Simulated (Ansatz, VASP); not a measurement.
# One calculation of ZrN, two programs

INCAR

```
SYSTEM = ZrN
PREC     = Accurate       ! precision mode
ENCUT    = 520            ! plane-wave cutoff, eV
EDIFF    = 1E-8           ! SCF threshold, eV
ISMEAR   = -1             ! smearing method
SIGMA    = 0.03           ! smearing width, eV
LREAL    = .False.        ! projectors in reciprocal space
LASPH    = .True.         ! aspherical terms in the spheres
NELM     = 120            ! most SCF steps
ALGO     = Normal         ! electronic algorithm
ISIF     = 2              ! what is computed and relaxed
LWAVE    = .False.        ! write WAVECAR
LCHARG   = .False.        ! write CHGCAR
LEFG     = .True.       
NBANDS   = 16             ! bands
GGA_COMPAT= .False.
```

KPOINTS

```
Automatic mesh
0
Gamma
  9 9 9
  0 0 0
```

POSCAR

```
ZrN
1.0
    0.0000000000      2.2375999771      2.2375999771
    2.2375999771      0.0000000000      2.2375999771
    2.2375999771      2.2375999771      0.0000000000
Zr N
1 1
Direct
    0.0000000000      0.0000000000      0.0000000000
    0.5000000000      0.5000000000      0.5000000000
```

Input for Ansatz:

```yaml
crystal:
  lattice:
    - [0.0, 2.2375999771, 2.2375999771]
    - [2.2375999771, 0.0, 2.2375999771]
    - [2.2375999771, 2.2375999771, 0.0]
  atoms:
    - { symbol: Zr, position: [0.0, 0.0, 0.0] }
    - { symbol: "N", position: [0.5, 0.5, 0.5] }
kpoints:
  mp_grid: { grid: [9, 9, 9] }
scf:
  occupations: { method: fermi_dirac, width: 0.03 }
hamiltonian:
  xc: lda
  pseudopotentials: { kind: all_electron, datasets: crystal }
output:
  forces: true
  stress: true
  eigenvalues: true
  efg: { contact_densities: true }
```

Change from the starting cell: volume scaled by 0.94, crystal datasets.

Alike in both runs: task electric field gradients; functional LDA; k mesh 9 × 9 × 9; occupations fermi-dirac, width 0.03 eV; no spin polarisation.

|  | VASP | Ansatz |
| --- | --- | --- |
| version | VASP 6.6.1 | Ansatz 0.2.0 |
| potentials or method | VASP PAW LDA potentials, release 64 (Zr_sv, N), cutoff 520 eV | all-electron PAW with datasets made for the crystal, scalar-relativistic |

Ansatz gave:

* pressure (GPa): 10.1

Q: What did VASP give for the same quantities?

A: Pressure (GPa): 10.9.

LDA's correlation is that of Perdew and Zunger in VASP and of Perdew and Wang (1992) in Ansatz. Ansatz ran all-electron here, and VASP with PAW potentials.
